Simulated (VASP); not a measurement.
# C (P6_3/mmc) in VASP: notebook, part 2 of 2

VASP 6.6.1. Earlier steps stand in the parts before.

### 3 Single point, PBE (strain -0.050 along x and y, -0.050 along z)

The COD entry that gives the cell may itself be a prediction, so a difference from it is no test against experiment.

Contents of INCAR:

```
PREC = Accurate
ENCUT = 520
EDIFF = 1E-7
ISMEAR = 0
SIGMA = 0.05
LREAL = F
LASPH = T
NELM = 60
ALGO = Normal
ISIF = 2
LWAVE = F
LCHARG = F
GGA = PE
NBANDS = 26
```

Contents of KPOINTS:

```
Automatic mesh
0
Gamma
  12 12 4
```

Contents of POSCAR:

```
C
1.0
    2.3921175669      0.0000000000      0.0000000000
   -1.1960587834      2.0716345818      0.0000000000
    0.0000000000      0.0000000000      7.8893587728
C
8
Direct
    0.0000000000      0.0000000000      0.0929681641
    0.0000000000      0.0000000000      0.5929681641
    0.0000000000      0.0000000000      0.4070318359
    0.0000000000      0.0000000000      0.9070318359
    0.3333333333      0.6666666667      0.1555285626
    0.6666666667      0.3333333333      0.6555285626
    0.3333333333      0.6666666667      0.3444714374
    0.6666666667      0.3333333333      0.8444714374
```

Potentials or basis: VASP PAW PBE potentials, release 64 (C).

Run with:

```
$ cat potpaw_PBE.64/C/POTCAR > POTCAR
$ mpirun -np 1 vasp_std > vasp.out
```

OUTCAR:

```text
PREC = Accurate
   ENCUT = 520
   EDIFF = 1E-7
   ISMEAR = 0
   LREAL = F
   LASPH = T
   NELM = 60
   ISIF = 2
   GGA = PE

 ion  position               nearest neighbor table
   1  0.000  0.000  0.093-   5 1.47   5 1.47   5 1.47   4 1.47
   2  0.000  0.000  0.593-   6 1.47   6 1.47   6 1.47   3 1.47
   3  0.000  0.000  0.407-   7 1.47   7 1.47   7 1.47   2 1.47
   4  0.000  0.000  0.907-   8 1.47   8 1.47   8 1.47   1 1.47
   5  0.333  0.667  0.156-   1 1.47   1 1.47   1 1.47   7 1.49
   6  0.667  0.333  0.656-   2 1.47   2 1.47   2 1.47   8 1.49
   7  0.333  0.667  0.344-   3 1.47   3 1.47   3 1.47   5 1.49
   8  0.667  0.333  0.844-   4 1.47   4 1.47   4 1.47   6 1.49

  LATTYP: Found a hexagonal cell.
 ALAT       =     2.3921175669
 C/A-ratio  =     3.2980648117

  Lattice vectors:

 A1 = (   2.3921175669,   0.0000000000,   0.0000000000)
 A2 = (  -1.1960587834,   2.0716345818,   0.0000000000)
 A3 = (   0.0000000000,   0.0000000000,   7.8893587728)

Analysis of symmetry for initial positions (statically):
=====================================================================
 Subroutine PRICEL returns:
 Original cell was already a primitive cell.

 Routine SETGRP: Setting up the symmetry group for a
 hexagonal supercell.

 Subroutine GETGRP returns: Found 24 space group operations
 (whereof 12 operations were pure point group operations)
 out of a pool of 24 trial point group operations.

The static configuration has the point symmetry D_3d.
 The point group associated with its full space group is D_6h.

Analysis of symmetry for dynamics (positions and initial velocities):
=====================================================================
 Subroutine PRICEL returns:
 Original cell was already a primitive cell.

 Routine SETGRP: Setting up the symmetry group for a
 hexagonal supercell.

 Subroutine GETGRP returns: Found 24 space group operations
[... 133 lines left out ...]
   IALGO  =     38    algorithm
   IMIX   =      4    mixing-type and parameters
     AMIX     =   0.40;   BMIX     =  1.00
     AMIX_MAG =   1.60;   BMIX_MAG =  1.00
  volume/ion in A,a.u.               =       4.89        32.98
  Fermi-wavevector in a.u.,A,eV,Ry     =   1.531366  2.893862 31.906780  2.345082
  Thomas-Fermi vector in A             =   2.638721
   LORBIT       =      0    0 simple, 1 ext, 2 COOP (PROOUT), +10 PAW based schemes
   GGA     = PE    functional components
   LHFCALC =     F    Hartree Fock is set to
   AEXX    =    0.0000 exact exchange contribution
   IVDW    =     0    specifies the selected vdW correction
   LEPSILON=     F    determine dielectric tensor
   LRPA    =     F    only Hartree local field effects (RPA)
 non-spin polarized calculation
 Gauss-broadening in eV      SIGMA  =   0.05
  energy-cutoff  :      520.00
  volume of cell :       39.10
 maximum number of plane-waves:      1091
 NGX is ok and might be reduce to    18
   NGX =  9   NGY =  9   NGZ = 29

 number of electron      32.0000007 magnetization

 Free energy of the ion-electron system (eV)
  ---------------------------------------------------
  ext. energy  EPLUGINS =         0.00000000
  ---------------------------------------------------
  free energy    TOTEN  =       -71.02777636 eV

  energy without entropy =      -71.02777636  energy(sigma->0) =      -71.02777636

 E-fermi :  12.4386     XC(G=0): -14.0096

 val. band max:       12.1738588298   @ k =   0.0000   0.0000   0.0000
 cond. band min:      17.0814676037   @ k =   0.4167   0.0000   0.0000
 fundamental gap:      4.9076087739
 Fermi energy:        12.4386488471

 k-point     1 :       0.0000    0.0000    0.0000
  band No.  band energies     occupation
      1     -11.5930      2.00000
      2      -9.7721      2.00000
      3      -9.6618      2.00000
      4      -5.0221      2.00000
      5      -3.1555      2.00000
      6       4.5243      2.00000
[... 685 lines left out ...]
     25      23.7801      0.00000
     26      26.0128      0.00000

 [... further k-points ...]
[... 5 lines left out ...]
  --------------------------------------------------------------------------------------
  -------------------------------------------------------------------------------------
  Total       21.8454513     21.8454513     21.9918440      0.0000000      0.0000000      0.0000000
  in kB      895.2291693    895.2291693    901.2283608      0.0000000      0.0000000      0.0000000
  external PRESSURE =     897.2288998 kB  Pullay stress =       0.0000000 kB

 VOLUME and BASIS-vectors are now :
 -----------------------------------------------------------------------------
  energy-cutoff  :      520.00
  volume of cell :       39.10
      direct lattice vectors                 reciprocal lattice vectors
     2.392117567  0.000000000  0.000000000     0.418039654  0.241355307  0.000000000
    -1.196058783  2.071634582  0.000000000     0.000000000  0.482710614  0.000000000
     0.000000000  0.000000000  7.889358773     0.000000000  0.000000000  0.126753014

 POSITION                                       TOTAL-FORCE (eV/Angst)
 -----------------------------------------------------------------------------------
      0.00000      0.00000      0.73346         0.000000     -0.000000     -0.064823
      0.00000      0.00000      4.67814        -0.000000      0.000000     -0.064823
      0.00000      0.00000      3.21122        -0.000000     -0.000000      0.064823
      0.00000      0.00000      7.15590         0.000000      0.000000      0.064823
     -0.00000      1.38109      1.22702        -0.000000      0.000000      0.150330
      1.19606      0.69054      5.17170        -0.000000     -0.000000      0.150330
     -0.00000      1.38109      2.71766         0.000000      0.000000     -0.150330
      1.19606      0.69054      6.66234         0.000000     -0.000000     -0.150330
 -----------------------------------------------------------------------------------
    total drift:                                0.000000      0.000000      0.000000

  FREE ENERGIE OF THE ION-ELECTRON SYSTEM (eV)
  ---------------------------------------------------
  free  energy   TOTEN  =       -71.0277763598 eV

  energy  without entropy=      -71.0277763598  energy(sigma->0) =      -71.02777636
```

OSZICAR:

```text
N       E                     dE             d eps       ncg     rms          rms(c)
DAV:   1     0.724498519239E+02    0.72450E+02   -0.17020E+04  2964   0.122E+03
DAV:   2    -0.699339179610E+02   -0.14238E+03   -0.13370E+03  3888   0.241E+02
DAV:   3    -0.748628430011E+02   -0.49289E+01   -0.48919E+01  3988   0.390E+01
DAV:   4    -0.748987449077E+02   -0.35902E-01   -0.35853E-01  3738   0.376E+00
DAV:   5    -0.748992542921E+02   -0.50938E-03   -0.50906E-03  3944   0.397E-01    0.134E+01
DAV:   6    -0.719930748571E+02    0.29062E+01   -0.18045E+00  3352   0.761E+00    0.805E+00
DAV:   7    -0.710231705292E+02    0.96990E+00   -0.21310E+00  3508   0.852E+00    0.192E+00
DAV:   8    -0.710276114335E+02   -0.44409E-02   -0.49486E-02  3736   0.125E+00    0.108E-01
DAV:   9    -0.710277034524E+02   -0.92019E-04   -0.71153E-04  3876   0.182E-01    0.351E-02
DAV:  10    -0.710277589312E+02   -0.55479E-04   -0.61813E-05  3586   0.530E-02    0.163E-02
DAV:  11    -0.710277755422E+02   -0.16611E-04   -0.10412E-05  3664   0.238E-02    0.345E-03
DAV:  12    -0.710277763895E+02   -0.84729E-06   -0.98303E-07  3860   0.700E-03    0.710E-04
DAV:  13    -0.710277763598E+02    0.29651E-07   -0.45707E-08  2474   0.158E-03
   1 F= -.71027776E+02 E0= -.71027776E+02  d E =-.647077E-16
```

It took 31 s on 1 thread of AMD EPYC 9R45 (Zen 5), shared host; peak memory 0.13 GiB.

What came out:

| Item | Value |
| --- | --- |
| Free energy | -71.0278 eV |
| Pressure | 89.7 GPa |
| Largest force | 0.150 eV/Å |
| Band gap on the k mesh | 4.91 eV, indirect (least direct gap 5.63 eV) |

Forces in eV/Å, atoms in the order of the input:
```
C    0.000  0.000 -0.065
C    0.000  0.000 -0.065
C    0.000  0.000  0.065
C    0.000  0.000  0.065
C    0.000  0.000  0.150
C    0.000  0.000  0.150
C    0.000  0.000 -0.150
C    0.000  0.000 -0.150
```

Stress tensor (GPa, compression positive):
```
89.52  0.00  0.00
 0.00 89.52  0.00
 0.00  0.00 90.12
```

Caveat: the cell differs from its parent crystal (strain -0.050 along x and y, -0.050 along z).

### 4 Single point, PBE (strain -0.050 along x and y, -0.025 along z)

Contents of INCAR:

```
SYSTEM = C
PREC = Accurate
ENCUT = 520
EDIFF = 1E-7
ISMEAR = 0
SIGMA = 0.05
LREAL = .False.
LASPH = .True.
NELM = 100
ALGO = Normal
ISIF = 2
LWAVE = .False.
LCHARG = .True.
GGA = PE
LELF = .True.
LVHAR = .True.
NBANDS = 26
```

Contents of KPOINTS:

```
Automatic mesh
0
Gamma
  12 12 4
  0 0 0
```

POSCAR, as its differences from that of step 3:

```diff
@@ -4,3 +4,3 @@
    -1.1960587834      2.0716345818      0.0000000000
-    0.0000000000      0.0000000000      7.8893587728
+    0.0000000000      0.0000000000      8.0969734774
 C
```

Potentials or basis: VASP PAW PBE potentials, release 64 (C).

Run with:

```
$ cat potpaw_PBE.64/C/POTCAR > POTCAR
$ mpirun -np 1 vasp_std > vasp.out
```

OUTCAR:

```text
SYSTEM = C
   PREC = Accurate
   ENCUT = 520
   EDIFF = 1E-7
   ISMEAR = 0
   LREAL = .False.
   LASPH = .True.
   NELM = 100
   ISIF = 2
   GGA = PE

 ion  position               nearest neighbor table
   1  0.000  0.000  0.093-   5 1.47   5 1.47   5 1.47   4 1.51
   2  0.000  0.000  0.593-   6 1.47   6 1.47   6 1.47   3 1.51
   3  0.000  0.000  0.407-   7 1.47   7 1.47   7 1.47   2 1.51
   4  0.000  0.000  0.907-   8 1.47   8 1.47   8 1.47   1 1.51
   5  0.333  0.667  0.156-   1 1.47   1 1.47   1 1.47   7 1.53
   6  0.667  0.333  0.656-   2 1.47   2 1.47   2 1.47   8 1.53
[... 913 lines left out ...]
  Total       21.4029167     21.4029167     11.0793788      0.0000000     -0.0000000      0.0000000
  in kB      854.6044607    854.6044607    442.3923474      0.0000000     -0.0000000      0.0000000
  external PRESSURE =     717.2004230 kB  Pullay stress =       0.0000000 kB

 VOLUME and BASIS-vectors are now :
 -----------------------------------------------------------------------------
  energy-cutoff  :      520.00
  volume of cell :       40.13
      direct lattice vectors                 reciprocal lattice vectors
     2.392117567  0.000000000  0.000000000     0.418039654  0.241355307  0.000000000
    -1.196058783  2.071634582  0.000000000     0.000000000  0.482710614  0.000000000
     0.000000000  0.000000000  8.096973477     0.000000000  0.000000000  0.123502936

 POSITION                                       TOTAL-FORCE (eV/Angst)
 -----------------------------------------------------------------------------------
      0.00000      0.00000      0.75276        -0.000000      0.000000     -0.272402
      0.00000      0.00000      4.80125        -0.000000     -0.000000     -0.272402
      0.00000      0.00000      3.29573        -0.000000      0.000000      0.272402
      0.00000      0.00000      7.34421        -0.000000      0.000000      0.272402
     -0.00000      1.38109      1.25931         0.000000      0.000000      0.378659
      1.19606      0.69054      5.30780         0.000000     -0.000000      0.378659
     -0.00000      1.38109      2.78918        -0.000000      0.000000     -0.378659
      1.19606      0.69054      6.83766         0.000000     -0.000000     -0.378659
 -----------------------------------------------------------------------------------
    total drift:                                0.000000      0.000000      0.000000

  FREE ENERGIE OF THE ION-ELECTRON SYSTEM (eV)
  ---------------------------------------------------
  free  energy   TOTEN  =       -71.4564623016 eV

  energy  without entropy=      -71.4564623016  energy(sigma->0) =      -71.45646230
```

OSZICAR:

```text
N       E                     dE             d eps       ncg     rms          rms(c)
DAV:   1     0.694946339757E+02    0.69495E+02   -0.16937E+04  2964   0.121E+03
DAV:   2    -0.699126981712E+02   -0.13941E+03   -0.13109E+03  3898   0.239E+02
DAV:   3    -0.750555161943E+02   -0.51428E+01   -0.51053E+01  4012   0.400E+01
DAV:   4    -0.750943321197E+02   -0.38816E-01   -0.38763E-01  3730   0.389E+00
DAV:   5    -0.750948723226E+02   -0.54020E-03   -0.53967E-03  3972   0.415E-01    0.130E+01
DAV:   6    -0.723629373226E+02    0.27319E+01   -0.17121E+00  3368   0.737E+00    0.779E+00
DAV:   7    -0.714520428703E+02    0.91089E+00   -0.20396E+00  3526   0.829E+00    0.183E+00
DAV:   8    -0.714562796435E+02   -0.42368E-02   -0.50252E-02  3762   0.126E+00    0.104E-01
DAV:   9    -0.714563871796E+02   -0.10754E-03   -0.65969E-04  3892   0.175E-01    0.370E-02
DAV:  10    -0.714564473110E+02   -0.60131E-04   -0.63235E-05  3598   0.537E-02    0.155E-02
DAV:  11    -0.714564617995E+02   -0.14488E-04   -0.96859E-06  3688   0.227E-02    0.280E-03
DAV:  12    -0.714564623057E+02   -0.50619E-06   -0.67751E-07  3890   0.567E-03    0.805E-04
DAV:  13    -0.714564623016E+02    0.40536E-08   -0.55136E-08  2428   0.175E-03
   1 F= -.71456462E+02 E0= -.71456462E+02  d E =-.854685E-22
```

Run time: 32 s. Hardware: 1 thread of AMD EPYC 9R45 (Zen 5), shared host; peak memory 0.13 GiB.

What came out:

* Free energy: -71.4565 eV
* Pressure: 71.7 GPa
* Largest force: 0.379 eV/Å
* Band gap on the k mesh: 4.95 eV, indirect (least direct gap 5.08 eV)

Forces on the atoms (eV/Å):
```
C    0.000  0.000 -0.272
C    0.000  0.000 -0.272
C    0.000  0.000  0.272
C    0.000  0.000  0.272
C    0.000  0.000  0.379
C    0.000  0.000  0.379
C    0.000  0.000 -0.379
C    0.000  0.000 -0.379
```

Caveat: the cell differs from its parent crystal (strain -0.050 along x and y, -0.025 along z). A k mesh can miss the band edges.

### 5 Overview

```csv
cell,gap on the mesh (eV),pressure (GPa),largest force (eV/Å)
"a = 2.644, b = 2.644, c = 8.720 Å, angles 90.0, 90.0, 120.0°, 8 atoms",4.16,-47.9,0.10
"a = 2.392, b = 2.392, c = 7.889 Å, angles 90.0, 90.0, 120.0°, 8 atoms",4.91,89.7,0.15
"a = 2.392, b = 2.392, c = 8.097 Å, angles 90.0, 90.0, 120.0°, 8 atoms",4.95,71.7,0.38
```

Alike in all rows: task single point; level PBE; potentials or basis VASP PAW PBE potentials, release 64 (C); no spin polarisation; k mesh 12 × 12 × 4; cutoff (eV) 520; smearing gaussian 0.05 eV.

Total energies depend on the potentials used, so only differences within one code and one set of settings carry meaning.
